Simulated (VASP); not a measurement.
# Al (P6_3/mmc) in VASP: a series of runs

Al is run at these levels: PBE+D3(BJ); tasks: single point.

Program: VASP 6.6.1. These are calculated values, not measurements. Logs are shortened: lines on timing, memory, paths and dates and some standing lists are left out, and cuts for length are marked.

## Step 1: The cell of the first run

The structure is hexagonal, space group P6_3/mmc (No. 194). Conventional cell: a = 2.972 Å, b = 2.972 Å, c = 10.838 Å, α = 90.00°, β = 90.00°, γ = 120.00°. Al (site symmetry -3m) has 12 Al at 2.97 to 3.21 Å within 3.9 Å. Al (site symmetry -6m2) has 12 Al at 2.97 to 3.21 Å within 3.9 Å.

This isn't the form of Al at room conditions, which is fcc.

## Step 2: Single point, PBE+D3(BJ)

The input, INCAR:

```
SYSTEM = Al
PREC     = Accurate       ! precision mode
ENCUT    = 520            ! plane-wave cutoff, eV
EDIFF    = 1E-7           ! SCF threshold, eV
ISMEAR   = 0              ! smearing method
SIGMA    = 0.15           ! smearing width, eV
LREAL    = .FALSE.        ! projectors in reciprocal space
LASPH    = .TRUE.         ! aspherical terms in the spheres
NELM     = 100            ! most SCF steps
ALGO     = Fast           ! electronic algorithm
ISIF     = 2              ! what is computed and relaxed
LWAVE    = .FALSE.        ! write WAVECAR
LCHARG   = .FALSE.        ! write CHGCAR
GGA      = PE             ! functional
IVDW     = 12             ! dispersion correction
NBANDS   = 14             ! bands
```

The input, KPOINTS:

```
Automatic mesh
0
G
  18 18 4
  0 0 0
```

The input, POSCAR:

```
Al
1.0
    2.9720000000      0.0000000000      0.0000000000
   -1.4860000000      2.5738275000      0.0000000000
    0.0000000000      0.0000000000     10.8379000000
Al
4
Direct
    0.0000000000      0.0000000000      0.0000000000
    0.3333333333      0.6666666667      0.2500000000
    0.0000000000      0.0000000000      0.5000000000
    0.6666666667      0.3333333333      0.7500000000
```

Potentials or basis: VASP PAW PBE potentials, release 64 (Al).

Started as:

```console
cat potpaw_PBE.64/Al/POTCAR > POTCAR
mpirun -np 1 vasp_std > vasp.out
```

OUTCAR:

```text
SYSTEM = Al
   PREC = Accurate
   ENCUT = 520
   EDIFF = 1E-7
   ISMEAR = 0
   LREAL = .FALSE.
   LASPH = .TRUE.
   NELM = 100
   ISIF = 2
   GGA = PE
   IVDW = 12
 IVDW          = 12

 ion  position               nearest neighbor table
   1  0.000  0.000  0.000-   2 3.21   4 3.21   2 3.21   4 3.21   4 3.21   2 3.21
   2  0.333  0.667  0.250-   1 3.21   3 3.21   1 3.21   3 3.21   1 3.21   3 3.21
   3  0.000  0.000  0.500-   2 3.21   4 3.21   2 3.21   4 3.21   4 3.21   2 3.21
   4  0.667  0.333  0.750-   1 3.21   3 3.21   1 3.21   3 3.21   1 3.21   3 3.21

  LATTYP: Found a hexagonal cell.
 ALAT       =     2.9720000000
 C/A-ratio  =     3.6466689098

  Lattice vectors:

 A1 = (   2.9720000000,   0.0000000000,   0.0000000000)
 A2 = (  -1.4860000000,   2.5738275000,   0.0000000000)
 A3 = (   0.0000000000,   0.0000000000,  10.8379000000)

Analysis of symmetry for initial positions (statically):
=====================================================================
 Subroutine PRICEL returns:
 Original cell was already a primitive cell.

 Routine SETGRP: Setting up the symmetry group for a
 hexagonal supercell.

 Subroutine GETGRP returns: Found 24 space group operations
 (whereof 12 operations were pure point group operations)
 out of a pool of 24 trial point group operations.

The static configuration has the point symmetry D_3d.
 The point group associated with its full space group is D_6h.

Analysis of symmetry for dynamics (positions and initial velocities):
=====================================================================
 Subroutine PRICEL returns:
 Original cell was already a primitive cell.

 Routine SETGRP: Setting up the symmetry group for a
 hexagonal supercell.

 Subroutine GETGRP returns: Found 24 space group operations
 (whereof 12 operations were pure point group operations)
 out of a pool of 24 trial point group operations.

The dynamic configuration has the point symmetry D_3d.
 The point group associated with its full space group is D_6h.

 Subroutine INISYM returns: Found 24 space group operations
 (whereof 12 operations are pure point group operations),
 and found     1 'primitive' translations

----------------------------------------------------------------------------------------

                                     Primitive cell

  volume of cell :      82.9036

  direct lattice vectors                    reciprocal lattice vectors
     2.972000000  0.000000000  0.000000000     0.336473755  0.194263213  0.000000000
    -1.486000000  2.573827500  0.000000000     0.000000000  0.388526426  0.000000000
     0.000000000  0.000000000 10.837900000     0.000000000  0.000000000  0.092268797

  length of vectors
     2.972000000  2.972000000 10.837900000     0.388526426  0.388526426  0.092268797

  position of ions in fractional coordinates (direct lattice)
     0.000000000  0.000000000  0.000000000
     0.333333333  0.666666667  0.250000000
     0.000000000  0.000000000  0.500000000
     0.666666667  0.333333333  0.750000000

  ion indices of the primitive-cell ions
   primitive index   ion index
                 1           1
                 2           2
                 3           3
                 4           4

----------------------------------------------------------------------------------------

 KPOINTS: Automatic mesh

Automatic generation of k-mesh.
 Grid dimensions read from file:
 generate k-points for:   18   18    4

 Generating k-lattice:

  Cartesian coordinates                     Fractional coordinates (reciprocal lattice)
     0.018692986  0.010792401  0.000000000     0.055555556  0.000000000  0.000000000
     0.000000000  0.021584801  0.000000000     0.000000000  0.055555556  0.000000000
     0.000000000  0.000000000  0.023067199     0.000000000  0.000000000  0.250000000

  Length of vectors
     0.021584801  0.021584801  0.023067199

  Shift w.r.t. Gamma in fractional coordinates (k-lattice)
     0.000000000  0.000000000  0.000000000

 Subroutine IBZKPT returns following result:
 ===========================================

 Found    111 irreducible k-points:

 Following reciprocal coordinates:
            Coordinates               Weight
  0.000000  0.000000  0.000000      1.000000
  0.055556  0.000000  0.000000      6.000000
  0.111111  0.000000  0.000000      6.000000
  0.166667  0.000000  0.000000      6.000000
  0.222222  0.000000  0.000000      6.000000
  0.277778  0.000000  0.000000      6.000000
[... 16 lines left out ...]
  0.333333  0.111111  0.000000     12.000000
  0.388889  0.111111  0.000000     12.000000
 [... further k-points ...]
   k-points           NKPTS =    111   k-points in BZ     NKDIM =    111   number of bands    NBANDS=     14
   number of dos      NEDOS =    301   number of ions     NIONS =      4
   total plane-waves  NPLWV =  48384
   dimension x,y,z NGX =    24 NGY =   24 NGZ =   84
   dimension x,y,z NGXF=    48 NGYF=   48 NGZF=  168
   ions per type =               4
   NGX,Y,Z   is equivalent  to a cutoff of  13.42, 13.42, 12.89 a.u.
   NGXF,Y,Z  is equivalent  to a cutoff of  26.85, 26.85, 25.77 a.u.
 SYSTEM =  Al
   PREC   = accura    normal or accurate (medium, high low for compatibility)
   ISTART =      0    job   : 0-new  1-cont  2-samecut
   ICHARG =      2    charge: 1-file 2-atom 10-const
   ISPIN  =      1    spin polarized calculation?
   LNONCOLLINEAR =      F non collinear calculations
   LSORBIT =      F    spin-orbit coupling
   LASPH  =      T    aspherical Exc in radial PAW
   ENCUT  =  520.0 eV  38.22 Ry    6.18 a.u.   5.53  5.53 20.15*2*pi/ulx,y,z
   NELM   =    100;   NELMIN=  2; NELMDL= -5     # of ELM steps
   EDIFF  = 0.1E-06   stopping-criterion for ELM
   LREAL  =      F    real-space projection
   EDIFFG = 0.1E-05   stopping-criterion for IOM
   NSW    =      0    number of steps for IOM
   IBRION =     -1    ionic relax: 0-MD 1-quasi-New 2-CG
   NFREE  =      0    steps in history (QN), initial steepest desc. (CG)
   ISIF   =      2    stress and relaxation
   ISYM   =      2    0-nonsym 1-usesym 2-fastsym
   POTIM  = 0.5000    time-step for ionic-motion
   TEBEG  =    0.0;   TEEND  =   0.0 temperature during run
   PSTRESS=    0.0 pullay stress
   NELECT =      12.0000    total number of electrons
   NUPDOWN=      -1.0000    fix difference up-down
   EMIN   =  10.00;   EMAX   =-10.00  energy-range for DOS
   EFERMI =   0.00;   METHOD = LEGACY
   ISMEAR =     0;   SIGMA  =   0.15  broadening in eV -4-tet -1-fermi 0-gaus
   EFERMI_NEDOS =   21; number of points for ismear=-14 and -15
   IALGO  =     68    algorithm
   IMIX   =      4    mixing-type and parameters
     AMIX     =   0.40;   BMIX     =  1.00
     AMIX_MAG =   1.60;   BMIX_MAG =  1.00
  volume/ion in A,a.u.               =      20.73       139.87
  Fermi-wavevector in a.u.,A,eV,Ry     =   0.859562  1.624338 10.052633  0.738848
  Thomas-Fermi vector in A             =   1.976936
   LORBIT       =      0    0 simple, 1 ext, 2 COOP (PROOUT), +10 PAW based schemes
   GGA     = PE    functional components
   LHFCALC =     F    Hartree Fock is set to
   AEXX    =    0.0000 exact exchange contribution
   IVDW    =    12    specifies the selected vdW correction
   LEPSILON=     F    determine dielectric tensor
   LRPA    =     F    only Hartree local field effects (RPA)
 non-spin polarized calculation
 RMM-DIIS sequential band-by-band and
 Gauss-broadening in eV      SIGMA  =   0.15
  energy-cutoff  :      520.00
  volume of cell :       82.90
 maximum number of plane-waves:      2290
 NGX is ok and might be reduce to    24
   NGX = 11   NGY = 11   NGZ = 41

 number of electron      12.0000000 magnetization

 Free energy of the ion-electron system (eV)
  ---------------------------------------------------
  ext. energy  EPLUGINS =         0.00000000
  ---------------------------------------------------
  free energy    TOTEN  =       -14.26654397 eV

  energy without entropy =      -14.24355003  energy(sigma->0) =      -14.25504700

 E-fermi :   5.7837     XC(G=0):  -9.3892

 val. band max:        5.7792282221   @ k =   0.3333   0.1111   0.0000
 cond. band min:       5.7885922380   @ k =   0.3889   0.1111   0.5000
 fundamental gap:      0.0093640160
 Fermi energy:         5.7836923177

 k-point     1 :       0.0000    0.0000    0.0000
  band No.  band energies     occupation
      1      -3.8524      2.00000
      2      -2.6144      2.00000
      3      -2.6077      2.00000
      4       0.5441      2.00000
      5       1.7193      2.00000
      6       7.1612      0.00000
      7       7.1654      0.00000
      8      14.7247      0.00000
      9      15.1654      0.00000
     10      16.2413      0.00000
     11      16.2413      0.00000
     12      16.5130      0.00000
     13      16.5130      0.00000
     14      17.1975      0.00000

 k-point     2 :       0.0556    0.0000    0.0000
  band No.  band energies     occupation
      1      -3.7834      2.00000
      2      -2.5458      2.00000
      3      -2.5392      2.00000
      4       0.6126      2.00000
      5       1.7846      2.00000
      6       7.2240      0.00000
      7       7.2286      0.00000
      8      14.7596      0.00000
      9      14.7750      0.00000
     10      15.1649      0.00000
     11      15.3992      0.00000
     12      15.9177      0.00000
     13      15.9287      0.00000
     14      16.4092      0.00000
[... 343 lines left out ...]
      1      -0.3043      2.00000
      2       0.9108      2.00000
      3       0.9147      2.00000
      4       3.9654      2.00000
      5       4.5660      2.00000
      6       5.0178      2.00000
      7       5.7186      1.46056
      8       5.7792      1.03357
      9       8.6288      0.00000
     10       9.1638      0.00000
     11       9.6514      0.00000
     12      10.0972      0.00000
     13      10.3545      0.00000
     14      10.6062      0.00000

 k-point    24 :       0.3889    0.1111    0.0000
  band No.  band energies     occupation
      1       0.7035      2.00000
      2       1.9079      2.00000
      3       1.9114      2.00000
      4       3.1016      2.00000
      5       4.2736      2.00000
      6       4.2963      2.00000
      7       5.0866      2.00000
      8       6.1161      0.00172
      9       7.3588      0.00000
     10       8.4396      0.00000
     11       8.9778      0.00000
     12      10.0985      0.00000
     13      10.1623      0.00000
     14      11.4019      0.00000

 [... further k-points ...]

------------------------ aborting loop because EDIFF is reached ----------------------------------------

 Edisp (eV)   -1.06492

 E8    (eV) :    -0.4758

  FORCE on cell =-STRESS in cart. coord.  units (eV):
  Direction    XX          YY          ZZ          XY          YZ          ZX
  --------------------------------------------------------------------------------------
  -------------------------------------------------------------------------------------
  Total      -5.79276    -5.79276    -6.46623     0.00000     0.00000     0.00000
  in kB    -111.94970  -111.94970  -124.96489     0.00000     0.00000     0.00000
  external pressure =     -116.29 kB  Pullay stress =        0.00 kB

 VOLUME and BASIS-vectors are now :
 -----------------------------------------------------------------------------
  energy-cutoff  :      520.00
  volume of cell :       82.90
      direct lattice vectors                 reciprocal lattice vectors
     2.972000000  0.000000000  0.000000000     0.336473755  0.194263213  0.000000000
    -1.486000000  2.573827500  0.000000000     0.000000000  0.388526426  0.000000000
     0.000000000  0.000000000 10.837900000     0.000000000  0.000000000  0.092268797

 POSITION                                       TOTAL-FORCE (eV/Angst)
 -----------------------------------------------------------------------------------
      0.00000      0.00000      0.00000         0.000000      0.000000      0.000000
     -0.00000      1.71589      2.70947         0.000000     -0.000000      0.000000
      0.00000      0.00000      5.41895         0.000000      0.000000      0.000000
      1.48600      0.85794      8.12843        -0.000000     -0.000000     -0.000000
 -----------------------------------------------------------------------------------
    total drift:                               -0.000000      0.000000      0.000000

  FREE ENERGIE OF THE ION-ELECTRON SYSTEM (eV)
  ---------------------------------------------------
  free  energy   TOTEN  =       -15.3314655666 eV

  energy  without entropy=      -15.3084716265  energy(sigma->0) =      -15.31996860
```

Run time: 69 s. Hardware: 1 thread of Intel Xeon Platinum 8488C (Sapphire Rapids), shared host; peak memory 0.26 GiB.

Results:

```yaml
Free_energy: -15.3315 eV
Pressure: -11.6 GPa
Band_gap_on_the_k_mesh: zero (bands 6 and 7 overlap by 3.85 eV)
Dispersion_energy_per_atom: -0.266 eV
```

Caveat: the cell stands under tension.

(Continued in part 2 of 2.)
